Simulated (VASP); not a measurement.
Cd2S, 3 atoms in the cell. Symmetry: P3m1, No. 156, trigonal system. The conventional cell has a = 3.963 Å, b = 3.963 Å, c = 5.809 Å, α = 90.00°, β = 90.00°, γ = 120.00°. Within 3.3 Å of Cd (site symmetry 3m) lie 2 S at 2.52 to 3.29 Å and 3 Cd at 3.08 Å. Within 3.4 Å of Cd (site symmetry 3m) lie 3 S at 2.60 Å and 3 Cd at 3.08 Å. S (site symmetry 3m) has 5 Cd at 2.52 to 3.29 Å within 3.3 Å. 

| Item | Value |
| --- | --- |
| Program | VASP 6.6.1 |
| Task | vibrations by perturbation theory |
| Functional | PBEsol |
| Potentials or basis | VASP PAW PBE potentials, release 64 (Cd, S) |
| Cutoff | 520 eV |
| k mesh | 8 × 8 × 4 |
| Occupations | fermi-dirac, width 0.05 eV |
| Spin | no spin polarisation |
| Dipole correction | no |
| Further INCAR settings | ALGO = Normal; EDIFF = 1e-08; NBANDS = 22; IBRION = 8; NSW = 1 |

Potentials or basis: VASP PAW PBE potentials, release 64 (Cd, S).

Run with:

```bash
$ cat potpaw_PBE.64/Cd/POTCAR potpaw_PBE.64/S/POTCAR > POTCAR
$ mpirun -np 1 vasp_std > vasp.out
```

Hardware: 1 thread of Intel(R) Xeon(R) Platinum 8175M CPU @ 2.50GHz (Skylake/Cascade Lake), with other jobs on the host.

How long does it take, and how much memory?

Run time: 28 min on 1 thread of Intel(R) Xeon(R) Platinum 8175M CPU @ 2.50GHz (Skylake/Cascade Lake), with other jobs on the host, peak memory 0.58 GiB. Counts: scf iterations 86, k points 35.
